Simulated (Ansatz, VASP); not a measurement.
Bi in VASP and in Ansatz

```xyz
2
Lattice="4.5085 0.0000 0.0000 -2.2543 3.9045 0.0000 0.0000 0.0000 11.7496" Properties=species:S:1:pos:R:3 pbc="T T T"
Bi    0.0000    2.6030    2.9374
Bi    2.2543    1.3015    8.8122
```

Change from the starting cell: volume scaled by 0.98.

Alike in both runs: task single point; functional PBE; k mesh 9 × 9 × 3; occupations fermi-dirac, width 0.03 eV; no spin polarisation.

|  | VASP | Ansatz |
| --- | --- | --- |
| version | VASP 6.6.1 | Ansatz 0.2.0 |
| potentials or method | VASP PAW PBE potentials, release 64 (Bi_d), cutoff 520 eV | all-electron LAPW, scalar-relativistic |

```csv
,VASP,Ansatz,Ansatz less VASP
pressure (GPa),-3.4,-3.4,+0.03
"traceless stress, the component that is largest in VASP (GPa)",3.03,3.03,0.000
```

Ansatz ran all-electron here, and VASP with PAW potentials.

Neither program's run includes spin-orbit coupling.
